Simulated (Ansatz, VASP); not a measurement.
One calculation of BiTe, two programs

```
CELL_PARAMETERS angstrom
3.82641 -0.02577 0.00404
-0.02577 3.84617 0.00057
0.00404 0.00057 3.98907
ATOMIC_POSITIONS crystal
Bi 0.01993 0.99908 0.99859
Te 0.48007 0.50092 0.50141
```

Change from the starting cell: all atoms moved at random (sigma 0.1 Å), cell strained at random (1 %).

Alike in both runs: task single point; functional PBE; k mesh 10 × 10 × 10; occupations gaussian, width 0.05 eV; no spin polarisation.

|  | VASP | Ansatz |
| --- | --- | --- |
| version | VASP 6.6.1 | Ansatz 0.2.0 |
| potentials or method | VASP PAW PBE potentials, release 64 (Bi_d, Te), cutoff 520 eV | scalar-relativistic, plane waves, PAW |
| valence electrons in the cell | 21 | 31 |

Ansatz gave:

| Item | Value |
| --- | --- |
| gap on the k mesh at the Fermi level (eV) | none |
| pressure (GPa) | 1.7 |
| traceless stress, the component that is largest in VASP (GPa) | -1.96 |
| rms of the force components (eV/Å) | 0.030 |

Q: Which values does VASP return?

A: gap on the k mesh at the Fermi level (eV): none; pressure (GPa): 1.6; traceless stress, the component that is largest in VASP (GPa): -1.96; rms of the force components (eV/Å): 0.031.

Atom by atom the forces differ by 0.001 eV/Å (rms over components). A gap of «none» marks a metal or a gap that the smearing closes. VASP's potentials hold 21 valence electrons a cell and Ansatz's 31, so a difference there can come from the potentials and not from the codes.

Spin-orbit coupling is off throughout.
